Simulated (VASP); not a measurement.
Here is a VASP 6.6.1 calculation.

Contents of INCAR:

```
SYSTEM = C
PREC     = Accurate       ! precision mode
ENCUT    = 520            ! plane-wave cutoff, eV
EDIFF    = 1E-6           ! SCF threshold, eV
ISMEAR   = 0              ! smearing method
SIGMA    = 0.05           ! smearing width, eV
LREAL    = .False.        ! projectors in reciprocal space
LASPH    = .True.         ! aspherical terms in the spheres
NELM     = 80             ! most SCF steps
ALGO     = Normal         ! electronic algorithm
ISIF     = 2              ! what is computed and relaxed
LWAVE    = .False.        ! write WAVECAR
LCHARG   = .True.         ! write CHGCAR
GGA      = PE             ! functional
IVDW     = 12             ! dispersion correction
LELF     = .True.         ! ELF
LVHAR    = .True.       
NBANDS   = 11             ! bands
```

Contents of KPOINTS:

```
regular mesh
0
Gamma
  15 15 15
  0 0 0
```

POSCAR

```
C
1.0
    1.2324809262      0.7115731945      3.3609366220
   -1.2324809262      0.7115731945      3.3609366220
    0.0000000000     -1.4231463891      3.3609366220
C
2
Direct
    0.1630375184      0.1630375184      0.1524974924
    0.8369624816      0.8369624816      0.8475025076
```

Potentials or basis: VASP PAW PBE potentials, release 64 (C).

Run with:

```sh
$ cat potpaw_PBE.64/C/POTCAR > POTCAR
$ mpirun -np 1 vasp_std > vasp.out
```

(1) What does it give for the pressure?

(2) Estimate the largest force.

(3) Estimate the dispersion energy per atom.

Results:

(1) -0.4 GPa.

(2) 2.783 eV/Å.

(3) -0.156 eV.

Caveat: the cell differs from its parent crystal (atoms displaced along several vibrational modes); the stress differs along the axes, from -4 to 4 GPa; forces of over 1 eV/Å act on the atoms, so gaps and moduli don't describe the material at rest.
